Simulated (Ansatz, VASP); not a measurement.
**Al2Cu in VASP and in Ansatz**

The input INCAR:

```
SYSTEM = Al2Cu
PREC = Accurate ; ENCUT = 520
EDIFF = 1E-6 ; ISMEAR = 0
SIGMA = 0.15 ; LREAL = .FALSE.
LASPH = .TRUE. ; NELM = 60
ALGO = Fast ; ISIF = 2
LWAVE = .FALSE. ; LCHARG = .FALSE.
GGA = PE ; NBANDS = 16
```

KPOINTS

```
regular mesh
0
G
  10 10 14
  0 0 0
```

File POSCAR:

```
Al2Cu
1.0
    4.1759740897      0.0000000000      0.0000000000
    0.0000000000      4.1759740897      0.0000000000
    0.0000000000      0.0000000000      2.8847334069
Al Cu
2 1
Direct
    0.5000000000      0.0019538196      0.5000000000
    0.0000000000      0.4913859260      0.5000000000
    0.0000000000      0.0028279343      0.0000000000
```

Input for Ansatz:

```yaml
crystal:
  lattice:
    - [4.1759740897, 0.0, 0.0]
    - [0.0, 4.1759740897, 0.0]
    - [0.0, 0.0, 2.8847334069]
  atoms:
    - { symbol: Al, position: [0.5, 0.0019538196, 0.5] }
    - { symbol: Al, position: [0.0, 0.491385926, 0.5] }
    - { symbol: Cu, position: [0.0, 0.0028279343, 0.0] }
basis:
  ecutwfc: 520.0
kpoints:
  mp_grid: { grid: [10, 10, 14] }
hamiltonian:
  xc: pbe
  pseudopotentials: { kind: paw, azcp: { folder: soft_1 } }
scf:
  occupations: { method: gaussian, width: 0.15 }
output:
  forces: true
  stress: true
  eigenvalues: true
```

Change from the starting cell: mode 9 frozen in at -0.035 Å, equal normal strain along x and y +0.0133.

Alike in both runs: task single point; functional PBE; k mesh 10 × 10 × 14; occupations gaussian, width 0.15 eV; no spin polarisation.

|  | VASP | Ansatz |
| --- | --- | --- |
| version | VASP 6.6.1 | Ansatz 0.2.0 |
| potentials or method | VASP PAW PBE potentials, release 64 (Al, Cu), cutoff 520 eV | scalar-relativistic, plane waves, PAW |
| valence electrons in the cell | 17 | 25 |

VASP gave:

```
gap on the k mesh at the Fermi level (eV)                     : none
pressure (GPa)                                                : -1.9
traceless stress, the component that is largest in VASP (GPa) : 0.46
rms of the force components (eV/Å)                            : 0.158
```

Task: Which values does Ansatz return?

Result: gap on the k mesh at the Fermi level (eV): none; pressure (GPa): -2.1; traceless stress, the component that is largest in VASP (GPa): 0.49; rms of the force components (eV/Å): 0.158.

Atom by atom the forces differ by 0.001 eV/Å (rms over components). A gap of «none» marks a metal or a gap that the smearing closes. VASP's potentials hold 17 valence electrons a cell and Ansatz's 25, so a difference there can come from the potentials and not from the codes.
